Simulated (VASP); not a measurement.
Write the native input for VASP 6.6.1 that does the following.

```yaml
Task: single point
Functional: PBEsol
Potentials_or_basis: VASP PAW PBE potentials, release 64 (Pt, S)
Cutoff: 520 eV
k_mesh: 12 × 12 × 8
Occupations: gaussian, width 0.05 eV
Spin: no spin polarisation
Dipole_correction: no
Further_INCAR_settings: ALGO = Normal; EDIFF = 1e-06; NBANDS = 18
```

The structure of PtS2 lies in POSCAR:

```
PtS2
1.0
    3.4546194889      0.0000000000      0.0000000000
   -1.7273097444      2.9917882378      0.0000000000
    0.0000000000      0.0000000000      4.7868600000
Pt S
1 2
Direct
    0.0000000000      0.0000000000      0.0000000000
    0.3333333333      0.6666666667      0.2500000000
    0.6666666667      0.3333333333      0.7500000000
```

This cell differs from its parent crystal: strain -0.025 along x and y, -0.050 along z.

The input as run:

INCAR

```
SYSTEM = PtS2
PREC = Accurate
ENCUT = 520
EDIFF = 1E-6
ISMEAR = 0
SIGMA = 0.05
LREAL = .FALSE.
LASPH = .TRUE.
NELM = 80
ALGO = Normal
ISIF = 2
LWAVE = .FALSE.
LCHARG = .FALSE.
GGA = PS
NBANDS = 18
```

KPOINTS

```
Automatic mesh
0
G
  12 12 8
  0 0 0
```

Potentials or basis: VASP PAW PBE potentials, release 64 (Pt, S).

The run is started by

```bash
$ cat potpaw_PBE.64/Pt/POTCAR potpaw_PBE.64/S/POTCAR > POTCAR
$ mpirun -np 1 vasp_std > vasp.out
```

It gave:

```json
{
 "Pressure": "13.2 GPa",
 "Largest force": "0.872 eV/Å",
 "Band gap on the k mesh": "0.52 eV, indirect (least direct gap 0.78 eV)"
}
```

Caveat: the cell differs from its parent crystal (strain -0.025 along x and y, -0.050 along z); the PAW data sets were made with another functional, which shifts forces and pressure a little; spin-orbit coupling is left out, which moves the levels of the heavy elements.

It took 37 s on 1 thread of Intel(R) Xeon(R) 6975P-C (Granite Rapids), on a shared host, peak memory 0.25 GiB.
